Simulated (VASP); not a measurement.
Zn, 1 atom in the cell. Symmetry: R-3m, No. 166, trigonal system. The conventional cell has a = 4.219 Å, b = 4.219 Å, c = 3.067 Å, α = 90.00°, β = 90.00°, γ = 120.00°. Within 3.5 Å of Zn (site symmetry -3m) lie 14 Zn at 2.64 to 3.18 Å. 

| Item | Value |
| --- | --- |
| Program | VASP 6.6.1 |
| Task | relaxation of cell and atoms |
| Functional | PBE |
| Potentials or basis | VASP PAW PBE potentials, release 64 (Zn) |
| Cutoff | 600 eV |
| k mesh | 18 × 18 × 18 |
| Occupations | gaussian, width 0.1 eV |
| Spin | no spin polarisation |
| Dipole correction | no |
| Further INCAR settings | ALGO = Fast; EDIFF = 1e-06; IBRION = 2; EDIFFG = -0.01; NSW = 100; ISIF = 3 |

Potentials or basis: VASP PAW PBE potentials, release 64 (Zn).

Command:

```console
$ cat potpaw_PBE.64/Zn/POTCAR > POTCAR
$ mpirun -np 1 vasp_std > vasp.out
```

Hardware: 1 thread of AMD EPYC 9R45 96-Core Processor (Zen 5), with other jobs on the host.

Question: Estimate the wall time of this run.

Answer: Wall time 4.8 min on 1 thread of AMD EPYC 9R45 96-Core Processor (Zen 5), on a shared host, peak memory 0.22 GiB. Counts: scf iterations 66, k points 580, ion steps 11.
